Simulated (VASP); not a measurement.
**AlN (aluminium nitride): relaxation of cell and atoms with PBE**

The system is AlN (aluminium nitride).

```xyz
4
Lattice="3.1120 0.0000 0.0000 -1.5560 2.6951 0.0000 0.0000 0.0000 4.9800" Properties=species:S:1:pos:R:3 pbc="T T T"
Al    0.0000    1.7967    0.0000
Al    1.5560    0.8984    2.4900
N     0.0000    1.7967    1.9014
N     1.5560    0.8984    4.3914
```

```json
{"Program": "VASP 6.6.1", "Task": "relaxation of cell and atoms", "Functional": "PBE", "Potentials or basis": "VASP PAW PBE potentials, release 64 (Al, N)", "Cutoff": "600 eV", "k mesh": "10 × 10 × 6", "Occupations": "gaussian, width 0.01 eV", "Spin": "no spin polarisation", "Dipole correction": "no", "Further INCAR settings": "ALGO = Normal; EDIFF = 1e-06; IBRION = 2; EDIFFG = -0.002; NSW = 80; ISIF = 3"}
```

| Item | Value |
| --- | --- |
| Relaxed volume | 10.62 Å³/atom |
| Relaxed cell | a = 3.128 Å, b = 3.128 Å, c = 5.015 Å, α = 90.00°, β = 90.00°, γ = 120.00° |
| Space group after relaxing (to 0.05 Å) | P6_3mc (No. 186) |
| Energy gained by relaxing | 2.0 meV/atom |
| Ionic steps | 8 |
| Pressure after relaxing | 0.0 GPa |
| Band gap on the k mesh | 4.06 eV, direct |

Step by step:
| step | energy change (eV) | largest force (eV/Å) | pressure (GPa) | volume (Å³) |
| --- | --- | --- | --- | --- |
| 1 | 0.0000 | 0.0112 | 3.49 | 41.77 |
| 2 | -0.0016 | 0.0257 | -2.91 | 43.16 |
| 3 | -0.0078 | 0.0094 | 0.01 | 42.49 |
| 4 | -0.0077 | 0.0097 | -0.06 | 42.51 |
| 5 | -0.0078 | 0.0085 | -0.06 | 42.51 |
| 6 | -0.0078 | 0.0076 | -0.06 | 42.51 |
| 7 | -0.0078 | 0.0051 | 0.05 | 42.48 |
| 8 | -0.0078 | 0.0003 | 0.01 | 42.50 |

Final structure:
```
Al N
1.0
     3.12803    0.00000    0.00000
    -1.56401    2.70895    0.00000
     0.00000    0.00000    5.01504
Al N
2 2
Direct
  0.33333 0.66667 0.00014
  0.66667 0.33333 0.50014
  0.33333 0.66667 0.38166
  0.66667 0.33333 0.88166
```

Levels at points of the mesh, in eV from the valence-band top:
```csv
k point,band 5,band 6,band 7,band 8,band 9,band 10,band 11,band 12
"(0.00, 0.00, 0.00)",-0.85,-0.20,-0.20,0.00,4.06,6.53,10.47,11.04
"(0.50, 0.00, 0.00)",-3.30,-2.06,-1.75,-0.68,5.77,5.77,8.04,10.16
"(0.00, 0.00, 0.50)",-0.53,-0.53,-0.53,-0.53,6.33,6.33,10.18,10.18
"(0.50, 0.00, 0.50)",-1.44,-1.44,-1.35,-1.35,5.25,5.25,9.15,9.15
```

It took 46 s on 1 thread of Intel(R) Xeon(R) 6975P-C (Granite Rapids), on a shared host, peak memory 0.19 GiB.

A k mesh can miss the band edges.
